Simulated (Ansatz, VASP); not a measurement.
**HfZrS3: VASP beside Ansatz**

Contents of INCAR:

```
SYSTEM = HfZrS3
PREC = Accurate
ENCUT = 520
EDIFF = 1E-6
ISMEAR = 0
SIGMA = 0.1
LREAL = .False.
LASPH = .True.
NELM = 60
ALGO = Normal
ISIF = 2
LWAVE = .False.
LCHARG = .False.
GGA = PE
NBANDS = 28
```

The input KPOINTS:

```
Automatic mesh
0
Gamma
  4 4 4
  0 0 0
```

Contents of POSCAR:

```
HfZrS3
1.0
    4.7480088300      0.0000000000      0.0000000000
    0.0000000000      4.7480088300      0.0000000000
    0.0000000000      0.0000000000      4.7480088300
Zr Hf S
1 1 3
Direct
    0.5000000000      0.5000000000      0.5000000000
    0.0000000000      0.0000000000      0.0000000000
    0.5000000000      0.0000000000      0.0000000000
    0.0000000000      0.5000000000      0.0000000000
    0.0000000000      0.0000000000      0.5000000000
```

Input for Ansatz:

```yaml
crystal:
  lattice:
    - [4.74800883, 0.0, 0.0]
    - [0.0, 4.74800883, 0.0]
    - [0.0, 0.0, 4.74800883]
  atoms:
    - { symbol: Zr, position: [0.5, 0.5, 0.5] }
    - { symbol: Hf, position: [0.0, 0.0, 0.0] }
    - { symbol: S, position: [0.5, 0.0, 0.0] }
    - { symbol: S, position: [0.0, 0.5, 0.0] }
    - { symbol: S, position: [0.0, 0.0, 0.5] }
basis:
  ecutwfc: 420
kpoints:
  mp_grid: { grid: [4, 4, 4] }
hamiltonian:
  xc: pbe
scf:
  occupations: { method: gaussian, width: 0.1 }
  lower_state_search: "off"
output:
  forces: true
  stress: true
  eigenvalues: true
```

Alike in both runs: task single point; functional PBE; k mesh 4 × 4 × 4; occupations gaussian, width 0.1 eV; no spin polarisation.

|  | VASP | Ansatz |
| --- | --- | --- |
| version | VASP 6.6.1 | Ansatz 0.2.0 |
| potentials or method | VASP PAW PBE potentials, release 64 (Zr_sv, Hf_pv, S), cutoff 520 eV | scalar-relativistic, plane waves, PAW |
| valence electrons in the cell | 40 | 56 |

VASP gave:

```
gap on the k mesh at the Fermi level (eV) : none
pressure (GPa)                            : 4.8
```

Q: What did Ansatz give for the same quantities?

A: gap on the k mesh at the Fermi level (eV): none; pressure (GPa): 5.0.

A gap of «none» marks a metal or a gap that the smearing closes. VASP's potentials hold 40 valence electrons a cell and Ansatz's 56, so a difference there can come from the potentials and not from the codes.

Neither program's run includes spin-orbit coupling.
